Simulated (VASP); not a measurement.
# Hf (Fm-3m) in VASP: further runs

The runs below take Hf through single point, with r2SCAN.

Everything below comes from runs of VASP 6.6.1. Logs are shortened: lines on timing, memory, paths and dates and some standing lists are left out, and cuts for length are marked.

### Step 1. The cell of the first run

It takes space group Fm-3m (No. 225, cubic). The conventional cell has a = 4.469 Å, b = 4.469 Å, c = 4.469 Å, α = 90.00°, β = 90.00°, γ = 90.00°. Within 4.2 Å of Hf (site symmetry m-3m) lie 12 Hf at 3.16 Å.

### Step 2. Single point, r2SCAN

Input file POSCAR:

```
Hf
1.0
    0.0000000000      2.2347024152      2.2347024152
    2.2347024152      0.0000000000      2.2347024152
    2.2347024152      2.2347024152      0.0000000000
Hf
1
Direct
    0.0000000000      0.0000000000      0.0000000000
```

Input file INCAR.step1:

```
SYSTEM = Hf
  ALGO = Normal
  EDIFF = 1E-4
  ENCUT = 520
  GGA = PE
  ISMEAR = -1
  LASPH = .TRUE.
  LCHARG = .FALSE.
  LREAL = .FALSE.
  LWAVE = .TRUE.
  NBANDS = 11
  NELM = 100
  PREC = Accurate
  SIGMA = 0.05
```

Input file INCAR.step2:

```
SYSTEM = Hf
  ALGO = Normal
  EDIFF = 1E-6
  ENCUT = 520
  ISIF = 2
  ISMEAR = -1
  ISTART = 1
  LASPH = .TRUE.
  LCHARG = .TRUE.
  LELF = .TRUE.
  LMIXTAU = .TRUE.
  LREAL = .FALSE.
  LVHAR = .TRUE.
  LWAVE = .FALSE.
  METAGGA = R2SCAN
  NBANDS = 11
  NELM = 100
  PREC = Accurate
  SIGMA = 0.05
```

Input file KPOINTS:

```
k-points
0
G
  10 10 10
  0 0 0
```

Potentials or basis: VASP PAW PBE potentials, release 64 (Hf_pv).

Started as:

```bash
> cat potpaw_PBE.64/Hf_pv/POTCAR > POTCAR
> cp INCAR.step1 INCAR
> mpirun -np 1 vasp_std > vasp.out
> cp INCAR.step2 INCAR
> mpirun -np 1 vasp_std > vasp.out
```

OUTCAR:

```text
SYSTEM = Hf
   EDIFF = 1E-6
   ENCUT = 520
   ISIF = 2
   ISMEAR = -1
   ISTART = 1
   LASPH = .TRUE.
   LREAL = .FALSE.
   METAGGA = R2SCAN
   NELM = 100
   PREC = Accurate

 ion  position               nearest neighbor table
   1  0.000  0.000  0.000-

  LATTYP: Found a face centered cubic cell.
 ALAT       =     4.4694048304

  Lattice vectors:

 A1 = (   0.0000000000,   2.2347024152,   2.2347024152)
 A2 = (   2.2347024152,   0.0000000000,   2.2347024152)
 A3 = (   2.2347024152,   2.2347024152,   0.0000000000)

Analysis of symmetry for initial positions (statically):
=====================================================================
 Subroutine PRICEL returns:
 Original cell was already a primitive cell.

 Routine SETGRP: Setting up the symmetry group for a
 face centered cubic supercell.

 Subroutine GETGRP returns: Found 48 space group operations
 (whereof 48 operations were pure point group operations)
 out of a pool of 48 trial point group operations.

The static configuration has the point symmetry O_h .

Analysis of symmetry for dynamics (positions and initial velocities):
=====================================================================
 Subroutine PRICEL returns:
 Original cell was already a primitive cell.

 Routine SETGRP: Setting up the symmetry group for a
 face centered cubic supercell.

 Subroutine GETGRP returns: Found 48 space group operations
 (whereof 48 operations were pure point group operations)
 out of a pool of 48 trial point group operations.

The dynamic configuration has the point symmetry O_h .

 Subroutine INISYM returns: Found 48 space group operations
 (whereof 48 operations are pure point group operations),
 and found     1 'primitive' translations

----------------------------------------------------------------------------------------

                                     Primitive cell

  volume of cell :      22.3197

  direct lattice vectors                    reciprocal lattice vectors
     0.000000000  2.234702415  2.234702415    -0.223743437  0.223743437  0.223743437
     2.234702415  0.000000000  2.234702415     0.223743437 -0.223743437  0.223743437
     2.234702415  2.234702415  0.000000000     0.223743437  0.223743437 -0.223743437

  length of vectors
     3.160346463  3.160346463  3.160346463     0.387535001  0.387535001  0.387535001

  position of ions in fractional coordinates (direct lattice)
     0.000000000  0.000000000  0.000000000

  ion indices of the primitive-cell ions
   primitive index   ion index
                 1           1

----------------------------------------------------------------------------------------

 KPOINTS: k-points

Automatic generation of k-mesh.
 Grid dimensions read from file:
 generate k-points for:   10   10   10

 Generating k-lattice:

  Cartesian coordinates                     Fractional coordinates (reciprocal lattice)
    -0.022374344  0.022374344  0.022374344     0.100000000  0.000000000  0.000000000
     0.022374344 -0.022374344  0.022374344     0.000000000  0.100000000  0.000000000
     0.022374344  0.022374344 -0.022374344     0.000000000  0.000000000  0.100000000

  Length of vectors
     0.038753500  0.038753500  0.038753500

  Shift w.r.t. Gamma in fractional coordinates (k-lattice)
     0.000000000  0.000000000  0.000000000

 Subroutine IBZKPT returns following result:
 ===========================================

 Found     47 irreducible k-points:

 Following reciprocal coordinates:
            Coordinates               Weight
  0.000000  0.000000  0.000000      1.000000
  0.100000  0.000000  0.000000      8.000000
  0.200000  0.000000  0.000000      8.000000
  0.300000  0.000000  0.000000      8.000000
  0.400000  0.000000  0.000000      8.000000
  0.500000  0.000000  0.000000      4.000000
[... 16 lines left out ...]
  0.300000  0.300000  0.000000      6.000000
  0.400000  0.300000  0.000000     24.000000
 [... further k-points ...]
   k-points           NKPTS =     47   k-points in BZ     NKDIM =     47   number of bands    NBANDS=     11
   number of dos      NEDOS =    301   number of ions     NIONS =      1
   total plane-waves  NPLWV =  13824
   dimension x,y,z NGX =    24 NGY =   24 NGZ =   24
   dimension x,y,z NGXF=    48 NGYF=   48 NGZF=   48
   ions per type =               1
   NGX,Y,Z   is equivalent  to a cutoff of  12.62, 12.62, 12.62 a.u.
   NGXF,Y,Z  is equivalent  to a cutoff of  25.25, 25.25, 25.25 a.u.
 SYSTEM =  Hf
   PREC   = accura    normal or accurate (medium, high low for compatibility)
   ISTART =      1    job   : 0-new  1-cont  2-samecut
   ICHARG =      0    charge: 1-file 2-atom 10-const
   ISPIN  =      1    spin polarized calculation?
   LNONCOLLINEAR =      F non collinear calculations
   LSORBIT =      F    spin-orbit coupling
   LASPH  =      T    aspherical Exc in radial PAW
   ENCUT  =  520.0 eV  38.22 Ry    6.18 a.u.   5.88  5.88  5.88*2*pi/ulx,y,z
   NELM   =    100;   NELMIN=  2; NELMDL=  0     # of ELM steps
   EDIFF  = 0.1E-05   stopping-criterion for ELM
   LREAL  =      F    real-space projection
   EDIFFG = 0.1E-04   stopping-criterion for IOM
   NSW    =      0    number of steps for IOM
   IBRION =     -1    ionic relax: 0-MD 1-quasi-New 2-CG
   NFREE  =      0    steps in history (QN), initial steepest desc. (CG)
   ISIF   =      2    stress and relaxation
   ISYM   =      2    0-nonsym 1-usesym 2-fastsym
   POTIM  = 0.5000    time-step for ionic-motion
   TEBEG  =    0.0;   TEEND  =   0.0 temperature during run
   PSTRESS=    0.0 pullay stress
   NELECT =      10.0000    total number of electrons
   NUPDOWN=      -1.0000    fix difference up-down
   EMIN   =  10.00;   EMAX   =-10.00  energy-range for DOS
   EFERMI =   0.00;   METHOD = LEGACY
   ISMEAR =    -1;   SIGMA  =   0.05  broadening in eV -4-tet -1-fermi 0-gaus
   EFERMI_NEDOS =   21; number of points for ismear=-14 and -15
   IALGO  =     38    algorithm
   IMIX   =      4    mixing-type and parameters
     AMIX     =   0.40;   BMIX     =  1.00
     AMIX_MAG =   1.60;   BMIX_MAG =  1.00
  volume/ion in A,a.u.               =      22.32       150.62
  Fermi-wavevector in a.u.,A,eV,Ry     =   1.252694  2.367249 21.350851  1.569243
  Thomas-Fermi vector in A             =   2.386583
   LORBIT       =      0    0 simple, 1 ext, 2 COOP (PROOUT), +10 PAW based schemes
   METAGGA = R2SCAN    functional components
   LHFCALC =     F    Hartree Fock is set to
   AEXX    =    0.0000 exact exchange contribution
   IVDW    =     0    specifies the selected vdW correction
   LEPSILON=     F    determine dielectric tensor
   LRPA    =     F    only Hartree local field effects (RPA)
 non-spin polarized calculation
  energy-cutoff  :      520.00
  volume of cell :       22.32
 maximum number of plane-waves:       620
   NGX = 11   NGY = 11   NGZ = 11

 number of electron       9.9999999 magnetization

 Free energy of the ion-electron system (eV)
  ---------------------------------------------------
  ext. energy  EPLUGINS =         0.00000000
  ---------------------------------------------------
  free energy    TOTEN  =       -45.07002491 eV

  energy without entropy =      -45.05800554  energy(sigma->0) =      -45.06401522

 E-fermi :   4.6073     XC(G=0): -12.1836

 val. band max:        4.5906596403   @ k =   0.3000   0.0000   0.0000
 cond. band min:       4.7067643188   @ k =   0.4000   0.0000   0.0000
 fundamental gap:      0.1161046785
 Fermi energy:         4.6073221655

 k-point     1 :       0.0000    0.0000    0.0000
  band No.  band energies     occupation
      1     -26.4819      2.00000
      2     -26.4819      2.00000
      3     -26.4819      2.00000
      4      -2.9393      2.00000
      5       6.2280      0.00000
      6       6.2280      0.00000
      7       6.2280      0.00000
      8       9.2324      0.00000
      9       9.2324      0.00000
     10      16.4717      0.00000
     11      16.6215      0.00000

 k-point     2 :       0.1000    0.0000    0.0000
  band No.  band energies     occupation
      1     -26.5679      2.00000
      2     -26.4927      2.00000
      3     -26.4926      2.00000
      4      -2.5799      2.00000
      5       5.8540      0.00000
      6       6.3922      0.00000
      7       6.3923      0.00000
      8       9.0556      0.00000
      9       9.0556      0.00000
     10      16.6215      0.00000
     11      17.2587      0.00000

 k-point     3 :       0.2000    0.0000    0.0000
  band No.  band energies     occupation
      1     -26.7877      2.00000
      2     -26.5207      2.00000
      3     -26.5207      2.00000
      4      -1.6007      2.00000
      5       5.1060      0.00009
      6       6.6398      0.00000
      7       6.6398      0.00000
      8       8.9467      0.00000
      9       8.9467      0.00000
     10      16.6211      0.00000
     11      17.3473      0.00000

 k-point     4 :       0.3000    0.0000    0.0000
  band No.  band energies     occupation
      1     -27.0490      2.00000
      2     -26.5551      2.00000
      3     -26.5551      2.00000
      4      -0.3370      2.00000
      5       4.5907      1.16510
      6       6.4840      0.00000
      7       6.4840      0.00000
      8       9.6209      0.00000
      9       9.6209      0.00000
     10      15.9088      0.00000
     11      16.6218      0.00000

 k-point     5 :       0.4000    0.0000    0.0000
  band No.  band energies     occupation
      1     -27.2529      2.00000
      2     -26.5827      2.00000
      3     -26.5826      2.00000
      4       0.6048      2.00000
      5       4.7068      0.24076
      6       6.1669      0.00000
      7       6.1670      0.00000
      8      10.7367      0.00000
      9      10.7367      0.00000
     10      14.9830      0.00000
     11      16.6210      0.00000
[... 211 lines left out ...]
 k-point    21 :      -0.3000    0.2000    0.0000
  band No.  band energies     occupation
      1     -27.1318      2.00000
      2     -26.7983      2.00000
      3     -26.5939      2.00000
      4       1.4977      2.00000
      5       4.2199      1.99914
      6       4.9079      0.00489
      7       7.1863      0.00000
      8       9.1247      0.00000
      9      12.2486      0.00000
     10      15.8529      0.00000
     11      16.6234      0.00000

 k-point    22 :      -0.2000    0.2000    0.0000
  band No.  band energies     occupation
      1     -27.0072      2.00000
      2     -26.7177      2.00000
      3     -26.5508      2.00000
      4       0.2814      2.00000
      5       4.3476      1.98897
      6       5.6210      0.00000
      7       7.5163      0.00000
      8       7.9089      0.00000
      9      11.2160      0.00000
     10      16.6202      0.00000
     11      17.4739      0.00000

 k-point    23 :       0.3000    0.3000    0.0000
  band No.  band energies     occupation
      1     -27.0222      2.00000
      2     -26.6807      2.00000
      3     -26.6806      2.00000
      4       0.4358      2.00000
      5       3.4216      2.00000
      6       5.8576      0.00000
      7       8.7091      0.00000
      8       8.7091      0.00000
      9      10.5432      0.00000
     10      16.6210      0.00000
     11      19.7745      0.00000

 k-point    24 :       0.4000    0.3000    0.0000
  band No.  band energies     occupation
      1     -27.1308      2.00000
      2     -26.7417      2.00000
      3     -26.7142      2.00000
      4       1.1834      2.00000
      5       3.1171      2.00000
      6       5.5492      0.00000
      7       9.0105      0.00000
      8       9.9904      0.00000
      9      11.2073      0.00000
     10      16.6178      0.00000
     11      16.9711      0.00000

 [... further k-points ...]
[... 5 lines left out ...]
  --------------------------------------------------------------------------------------
  -------------------------------------------------------------------------------------
  Total        0.0053398      0.0053398      0.0053398      0.0000000      0.0000000     -0.0000000
  in kB        0.3833064      0.3833064      0.3833064      0.0000000      0.0000000     -0.0000000
  external PRESSURE =       0.3833064 kB  Pullay stress =       0.0000000 kB

 VOLUME and BASIS-vectors are now :
 -----------------------------------------------------------------------------
  energy-cutoff  :      520.00
  volume of cell :       22.32
      direct lattice vectors                 reciprocal lattice vectors
     0.000000000  2.234702415  2.234702415    -0.223743437  0.223743437  0.223743437
     2.234702415  0.000000000  2.234702415     0.223743437 -0.223743437  0.223743437
     2.234702415  2.234702415  0.000000000     0.223743437  0.223743437 -0.223743437

 POSITION                                       TOTAL-FORCE (eV/Angst)
 -----------------------------------------------------------------------------------
      0.00000      0.00000      0.00000        -0.000000      0.000000      0.000000
 -----------------------------------------------------------------------------------
    total drift:                               -0.000000      0.000000     -0.000000

  FREE ENERGIE OF THE ION-ELECTRON SYSTEM (eV)
  ---------------------------------------------------
  free  energy   TOTEN  =       -45.0700249062 eV

  energy  without entropy=      -45.0580055354  energy(sigma->0) =      -45.06401522
```

It took 19 s on 1 thread of Intel Xeon Platinum 8375C at 2.90GHz (Ice Lake), shared host; peak memory 0.14 GiB.

What came out:

```
Free energy            : -45.0700 eV
Pressure               : 0.0 GPa
Band gap on the k mesh : zero (band 5 reaches 6.23 eV, above the bottom of band 6 at 4.25 eV)
```

Levels at points of the mesh, in eV from the Fermi level:
| k point | band 2 | band 3 | band 4 | band 5 | band 6 | band 7 | band 8 | band 9 |
| --- | --- | --- | --- | --- | --- | --- | --- | --- |
| (0.00, 0.00, 0.00) | -31.09 | -31.09 | -7.55 | 1.62 | 1.62 | 1.62 | 4.63 | 4.63 |
| (0.50, 0.00, 0.00) | -31.20 | -31.20 | -3.72 | 0.39 | 1.43 | 1.43 | 6.72 | 6.72 |
| (0.50, 0.50, 0.00) | -31.39 | -31.39 | -3.32 | -2.16 | 2.47 | 6.79 | 7.30 | 7.30 |

Caveat: the PAW data sets were made with another functional, which shifts forces and pressure a little; spin-orbit coupling is left out, which moves the levels of the heavy elements.

### Step 3. Single point, r2SCAN

This run uses another cell than the first one, of 22.76 Å³/atom, 1.020 times its volume.

Input file POSCAR:

```
Hf
1.0
    0.0000000000      2.2492138765      2.2492138765
    2.2492138765      0.0000000000      2.2492138765
    2.2492138765      2.2492138765      0.0000000000
Hf
1
Direct
    0.0000000000      0.0000000000      0.0000000000
```

Input file INCAR.step1:

```
ALGO     = Normal         # electronic algorithm
EDIFF    = 1E-4           # SCF threshold, eV
ENCUT    = 520            # plane-wave cutoff, eV
GGA      = PE             # functional
ISMEAR   = -1             # smearing method
LASPH    = True           # aspherical terms in the spheres
LCHARG   = False          # write CHGCAR
LREAL    = False          # projectors in reciprocal space
LWAVE    = True           # write WAVECAR
NBANDS   = 11             # bands
NELM     = 80             # most SCF steps
PREC     = Accurate       # precision mode
SIGMA    = 0.05           # smearing width, eV
```

Input file INCAR.step2:

```
ALGO     = Normal         # electronic algorithm
EDIFF    = 1E-7           # SCF threshold, eV
ENCUT    = 520            # plane-wave cutoff, eV
ISIF     = 2              # what is computed and relaxed
ISMEAR   = -1             # smearing method
ISTART   = 1            
LASPH    = True           # aspherical terms in the spheres
LCHARG   = False          # write CHGCAR
LMIXTAU  = True         
LREAL    = False          # projectors in reciprocal space
LWAVE    = False          # write WAVECAR
METAGGA  = R2SCAN         # meta-GGA
NBANDS   = 11             # bands
NELM     = 80             # most SCF steps
PREC     = Accurate       # precision mode
SIGMA    = 0.05           # smearing width, eV
```

Input file KPOINTS:

```
k-points
0
Gamma
  10 10 10
```

Potentials or basis: VASP PAW PBE potentials, release 64 (Hf_pv).

Started as:

```bash
> cat potpaw_PBE.64/Hf_pv/POTCAR > POTCAR
> cp INCAR.step1 INCAR
> mpirun -np 1 vasp_std > vasp.out
> cp INCAR.step2 INCAR
> mpirun -np 1 vasp_std > vasp.out
```

OUTCAR:

```text
EDIFF = 1E-7
   ENCUT = 520
   ISIF = 2
   ISMEAR = -1
   ISTART = 1
   LASPH = True
   LREAL = False
   METAGGA = R2SCAN
   NELM = 80
   PREC = Accurate

 ion  position               nearest neighbor table
   1  0.000  0.000  0.000-

  LATTYP: Found a face centered cubic cell.
 ALAT       =     4.4984277530

  Lattice vectors:

 A1 = (   0.0000000000,   2.2492138765,   2.2492138765)
 A2 = (   2.2492138765,   0.0000000000,   2.2492138765)
[... 505 lines left out ...]
      2     -26.9385      2.00000
      3     -26.9128      2.00000
      4       1.0846      2.00000
      5       3.0383      2.00000
      6       5.3891      0.00000
      7       8.7988      0.00000
      8       9.7500      0.00000
      9      10.9392      0.00000
     10      16.4034      0.00000
     11      16.5964      0.00000

 [... further k-points ...]
[... 5 lines left out ...]
  --------------------------------------------------------------------------------------
  -------------------------------------------------------------------------------------
  Total       -0.2631410     -0.2631410     -0.2631410     -0.0000000     -0.0000000     -0.0000000
  in kB      -18.5257964    -18.5257964    -18.5257964     -0.0000000     -0.0000000     -0.0000000
  external PRESSURE =     -18.5257964 kB  Pullay stress =       0.0000000 kB

 VOLUME and BASIS-vectors are now :
 -----------------------------------------------------------------------------
  energy-cutoff  :      520.00
  volume of cell :       22.76
      direct lattice vectors                 reciprocal lattice vectors
     0.000000000  2.249213876  2.249213876    -0.222299891  0.222299891  0.222299891
     2.249213876  0.000000000  2.249213876     0.222299891 -0.222299891  0.222299891
     2.249213876  2.249213876  0.000000000     0.222299891  0.222299891 -0.222299891

 POSITION                                       TOTAL-FORCE (eV/Angst)
 -----------------------------------------------------------------------------------
      0.00000      0.00000      0.00000        -0.000000      0.000000     -0.000000
 -----------------------------------------------------------------------------------
    total drift:                               -0.000000      0.000000      0.000000

  FREE ENERGIE OF THE ION-ELECTRON SYSTEM (eV)
  ---------------------------------------------------
  free  energy   TOTEN  =       -45.0675428584 eV

  energy  without entropy=      -45.0553990165  energy(sigma->0) =      -45.06147094
```

OSZICAR.step1:

```text
N       E                     dE             d eps       ncg     rms          rms(c)
DAV:   1     0.127452907241E+02    0.12745E+02   -0.56920E+03  1034   0.831E+02
DAV:   2    -0.976799032562E+01   -0.22513E+02   -0.21874E+02  1340   0.156E+02
DAV:   3    -0.102047376094E+02   -0.43675E+00   -0.43129E+00  1307   0.148E+01
DAV:   4    -0.102063897540E+02   -0.16521E-02   -0.16520E-02  1162   0.110E+00
DAV:   5    -0.102063994942E+02   -0.97402E-05   -0.97400E-05  1302   0.760E-02    0.456E+01
DAV:   6    -0.994658154341E+01    0.25982E+00   -0.22041E-01  1148   0.351E+00    0.269E+01
DAV:   7    -0.986286595213E+01    0.83716E-01   -0.32521E-01  1193   0.416E+00    0.116E+00
DAV:   8    -0.985819155231E+01    0.46744E-02   -0.24910E-02  1169   0.113E+00    0.354E-01
DAV:   9    -0.985823768659E+01   -0.46134E-04   -0.54202E-04  1185   0.175E-01
   1 F= -.98582377E+01 E0= -.98520517E+01  d E =-.123720E-01
```

Wall time 27 s (1 thread of Intel Xeon Platinum 8375C at 2.90GHz (Ice Lake), shared host); peak memory 0.14 GiB.

What came out:

```yaml
Free_energy: -45.0675 eV
Pressure: -1.9 GPa
Band_gap_on_the_k_mesh: zero (band 5 reaches 6.08 eV, above the bottom of band 6 at 4.12 eV)
```

Caveat: the PAW data sets were made with another functional, which shifts forces and pressure a little; spin-orbit coupling is left out, which moves the levels of the heavy elements.

[end of part 1 of 2]
